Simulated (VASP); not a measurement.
Input of a VASP 6.6.1 run:

File INCAR:

```
  PREC = Accurate
  ENCUT = 520
  EDIFF = 1E-7
  ISMEAR = 0
  SIGMA = 0.2
  LREAL = False
  LASPH = True
  NELM = 80
  ALGO = Normal
  ISIF = 2
  LWAVE = False
  LCHARG = False
  GGA = PE
  NBANDS = 20
```

The input KPOINTS:

```
Automatic mesh
0
Gamma
  7 7 7
```

Contents of POSCAR:

```
Mg5Se2
1.0
   -1.8247750359      1.8247750359     11.7251290393
    1.8247750359     -1.8247750359     11.7251290393
    1.8247750359      1.8247750359    -11.7251290393
Mg Se
5 2
Direct
    0.4258049994      0.4258049994      0.0000000000
    0.7108247258      0.7108247258      0.0000000000
    0.2891752742      0.2891752742      0.0000000000
    0.5741950006      0.5741950006      0.0000000000
    0.0000000000      0.0000000000      0.0000000000
    0.8777254443      0.8777254443      0.0000000000
    0.1222745557      0.1222745557      0.0000000000
```

Potentials or basis: VASP PAW PBE potentials, release 64 (Mg, Se).

Launch:

```sh
$ cat potpaw_PBE.64/Mg/POTCAR potpaw_PBE.64/Se/POTCAR > POTCAR
$ mpirun -np 1 vasp_std > vasp.out
```

(1) Predict the pressure.

(2) Estimate the band gap on the k mesh.

(3) Predict the largest force.

## Answers

(1) -0.7 GPa.

(2) zero (bands 11 and 12 overlap by 1.81 eV).

(3) 0.073 eV/Å.
